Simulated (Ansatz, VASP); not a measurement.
**ZrB in VASP and in Ansatz**

The input INCAR:

```
PREC = Accurate
ENCUT = 500
EDIFF = 1E-6
ISMEAR = 0
SIGMA = 0.15
LREAL = F
LASPH = T
NELM = 120
ALGO = Normal
ISIF = 2
LWAVE = F
LCHARG = F
GGA = CA
NBANDS = 14
GGA_COMPAT = F
```

KPOINTS

```
Automatic mesh
0
Gamma
  18 18 18
```

The input POSCAR:

```
ZrB
1.0
    0.0000000000      2.3250000000      2.3250000000
    2.3250000000      0.0000000000      2.3250000000
    2.3250000000      2.3250000000      0.0000000000
Zr B
1 1
Direct
    0.0000000000      0.0000000000      0.0000000000
    0.4193548387      0.4193548387      0.5806451613
```

Input for Ansatz:

```yaml
crystal:
  lattice:
    - [0.0, 2.325, 2.325]
    - [2.325, 0.0, 2.325]
    - [2.325, 2.325, 0.0]
  atoms:
    - { symbol: Zr, position: [0.0, 0.0, 0.0] }
    - { symbol: B, position: [0.4193548387, 0.4193548387, 0.5806451613] }
basis:
  ecutwfc: 420
kpoints:
  mp_grid: { grid: [18, 18, 18] }
hamiltonian:
  xc: lda
scf:
  occupations: { method: gaussian, width: 0.15 }
output:
  forces: true
  stress: true
  eigenvalues: true
```

Change from the starting cell: all B atoms moved +0.375 Å, as atom 2 towards its neighbour atom 1 (Zr) at 2.325 Å.

Alike in both runs: task single point; functional LDA; k mesh 18 × 18 × 18; occupations gaussian, width 0.15 eV; no spin polarisation.

|  | VASP | Ansatz |
| --- | --- | --- |
| version | VASP 6.6.1 | Ansatz 0.2.0 |
| potentials or method | VASP PAW LDA potentials, release 64 (Zr_sv, B), cutoff 500 eV | scalar-relativistic, plane waves, PAW |
| valence electrons in the cell | 15 | 15 |

```tsv
	VASP	Ansatz	Ansatz less VASP
gap on the k mesh at the Fermi level (eV)	none	none	-
rms of the force components (eV/Å)	3.048	3.034	-0.0143
```

LDA's correlation is that of Perdew and Zunger in VASP and of Perdew and Wang (1992) in Ansatz. Atom by atom the forces differ by 0.014 eV/Å (rms over components). A gap of «none» marks a metal or a gap that the smearing closes.
